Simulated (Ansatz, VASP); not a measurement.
**Two plane-wave programs on Mo**

Contents of INCAR:

```
PREC     = Accurate       # precision mode
ENCUT    = 520            # plane-wave cutoff, eV
EDIFF    = 1E-6           # SCF threshold, eV
ISMEAR   = 0              # smearing method
SIGMA    = 0.15           # smearing width, eV
LREAL    = False          # projectors in reciprocal space
LASPH    = True           # aspherical terms in the spheres
NELM     = 80             # most SCF steps
ALGO     = Fast           # electronic algorithm
ISIF     = 2              # what is computed and relaxed
LWAVE    = False          # write WAVECAR
LCHARG   = False          # write CHGCAR
GGA      = PS             # functional
NBANDS   = 13             # bands
```

Contents of KPOINTS:

```
Automatic mesh
0
Gamma
  18 18 18
```

File POSCAR:

```
Mo
1.0
    2.6534450853      0.0000000000      0.0000000000
   -1.3267225426      2.3690214963      0.0000000000
    0.0000000000      0.0000000000      2.5551807000
Mo
1
Direct
    0.0000000000      0.0000000000      0.5000000000
```

Input for Ansatz:

```yaml
crystal:
  lattice:
    - [2.6534450853, 0.0, 0.0]
    - [-1.3267225426, 2.3690214963, 0.0]
    - [0.0, 0.0, 2.5551807]
  atoms:
    - { symbol: Mo, position: [0.0, 0.0, 0.5] }
basis:
  ecutwfc: 420
kpoints:
  mp_grid: { grid: [18, 18, 18] }
hamiltonian:
  xc: pbesol
scf:
  occupations: { method: gaussian, width: 0.15 }
output:
  forces: true
  stress: true
  eigenvalues: true
```

Change from the starting cell: strain -0.0300 x Voigt [1, 0, 0, 0, 0, 0], atoms carried along.

Alike in both runs: task single point; functional PBEsol; k mesh 18 × 18 × 18; occupations gaussian, width 0.15 eV; no spin polarisation.

|  | VASP | Ansatz |
| --- | --- | --- |
| version | VASP 6.6.1 | Ansatz 0.2.0 |
| potentials or method | VASP PAW PBE potentials, release 64 (Mo_sv), cutoff 520 eV | scalar-relativistic, plane waves, PAW |
| valence electrons in the cell | 14 | 14 |

```tsv
	VASP	Ansatz	Ansatz less VASP
gap on the k mesh at the Fermi level (eV)	none	none	-
pressure (GPa)	4.0	3.4	-0.59
traceless stress, the component that is largest in VASP (GPa)	-9.15	-9.22	-0.065
```

VASP's potentials were made for PBE, not for PBEsol. A gap of «none» marks a metal or a gap that the smearing closes. The functional is the same, so the differences come from potentials, cutoffs and numerics.
